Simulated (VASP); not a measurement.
Runs of VASP 6.6.1 on Si. The structure is that of space group P6_3/mmc (No. 194), or close to it. The cells are those of the table. This isn't the form of Si at room conditions, which is diamond.

```tsv
cell	gap on the mesh (eV)	pressure (GPa)
a = 2.731, b = 2.731, c = 4.405 Å, angles 90.0, 90.0, 120.0°, 2 atoms	none	-2.5
a = 2.611, b = 2.611, c = 4.678 Å, angles 90.0, 90.0, 120.0°, 2 atoms	none	0.5
a = 2.691, b = 2.691, c = 4.610 Å, angles 90.0, 90.0, 120.0°, 2 atoms	none	-3.8
a = 2.691, b = 2.691, c = 4.474 Å, angles 90.0, 90.0, 120.0°, 2 atoms	none	-1.4
a = 2.651, b = 2.651, c = 4.678 Å, angles 90.0, 90.0, 120.0°, 2 atoms	none	-2.4
a = 2.731, b = 2.731, c = 4.542 Å, angles 90.0, 90.0, 120.0°, 2 atoms	none	-5.0
a = 2.691, b = 2.691, c = 4.405 Å, angles 90.0, 90.0, 120.0°, 2 atoms	none	0.0
a = 2.731, b = 2.731, c = 4.610 Å, angles 90.0, 90.0, 120.0°, 2 atoms	none	-6.0
a = 2.651, b = 2.651, c = 4.610 Å, angles 90.0, 90.0, 120.0°, 2 atoms	none	(a)
a = 2.691, b = 2.691, c = 4.542 Å, angles 90.0, 90.0, 120.0°, 2 atoms	none	(b)
a = 2.691, b = 2.691, c = 4.678 Å, angles 90.0, 90.0, 120.0°, 2 atoms	none	(c)
a = 2.731, b = 2.731, c = 4.474 Å, angles 90.0, 90.0, 120.0°, 2 atoms	none	-3.8
```

Alike in all rows: task single point; level LDA; potentials or basis VASP PAW LDA potentials, release 64 (Si); no spin polarisation; k mesh 24 × 24 × 14; cutoff (eV) 520; smearing gaussian 0.15 eV.

Problem. Estimate the missing entries.

Solution. (a) -1.2; (b) -2.7; (c) -4.8.

Caveats: the cell stands under tension (at least some runs).

A gap of «none» marks levels without a gap at the run's occupations.
